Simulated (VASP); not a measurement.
Write the native input for VASP 6.6.1 that does the following.

| Quantity | Value |
| --- | --- |
| Task | single point |
| Functional | r2SCAN |
| Potentials or basis | VASP PAW PBE potentials, release 64 (C) |
| Cutoff | 520 eV |
| k mesh | 8 × 8 × 8 |
| Occupations | gaussian, width 0.1 eV |
| Spin | no spin polarisation |
| Dipole correction | no |
| Further INCAR settings | ALGO = Normal; EDIFF = 1e-07; NBANDS = 8 |

C:

```
C
1.0
    -1.18228    1.18228    1.18228
     1.18228   -1.18228    1.18228
     1.18228    1.18228   -1.18228
C
1
Direct
  0.00000 0.00000 0.00000
```

The input as run:

POSCAR

```
C
1.0
   -1.1822764843      1.1822764843      1.1822764843
    1.1822764843     -1.1822764843      1.1822764843
    1.1822764843      1.1822764843     -1.1822764843
C
1
Direct
    0.0000000000      0.0000000000      0.0000000000
```

INCAR.step1

```
PREC     = Accurate       # precision mode
ENCUT    = 520            # plane-wave cutoff, eV
ISMEAR   = 0              # smearing method
SIGMA    = 0.1            # smearing width, eV
LREAL    = F              # projectors in reciprocal space
LASPH    = T              # aspherical terms in the spheres
NELM     = 100            # most SCF steps
NBANDS   = 8              # bands
GGA      = PE             # functional
ALGO     = Normal         # electronic algorithm
EDIFF    = 1E-4           # SCF threshold, eV
LWAVE    = T              # write WAVECAR
LCHARG   = F              # write CHGCAR
```

INCAR.step2

```
PREC     = Accurate       # precision mode
ENCUT    = 520            # plane-wave cutoff, eV
EDIFF    = 1E-7           # SCF threshold, eV
ISMEAR   = 0              # smearing method
SIGMA    = 0.1            # smearing width, eV
LREAL    = F              # projectors in reciprocal space
LASPH    = T              # aspherical terms in the spheres
NELM     = 100            # most SCF steps
ALGO     = Normal         # electronic algorithm
ISIF     = 2              # what is computed and relaxed
LWAVE    = F              # write WAVECAR
LCHARG   = F              # write CHGCAR
METAGGA  = R2SCAN         # meta-GGA
LMIXTAU  = T            
NBANDS   = 8              # bands
ISTART   = 1
```

KPOINTS

```
Automatic mesh
0
Gamma
  8 8 8
```

Potentials or basis: VASP PAW PBE potentials, release 64 (C).

Command:

```console
$ cat potpaw_PBE.64/C/POTCAR > POTCAR
$ cp INCAR.step1 INCAR
$ mpirun -np 1 vasp_std > vasp.out
$ cp INCAR.step2 INCAR
$ mpirun -np 1 vasp_std > vasp.out
```

Results of the run:

```yaml
Pressure: 0.1 GPa
Band_gap_on_the_k_mesh: zero (band 2 reaches 18.57 eV, above the bottom of band 3 at 3.67 eV)
```

Caveat: the k points lie up to 0.47 Å⁻¹ apart; the PAW data sets were made with another functional, which shifts forces and pressure a little.

Wall time 15 s on 1 thread of AMD EPYC 7R13, with other jobs on the host, peak memory 0.08 GiB.
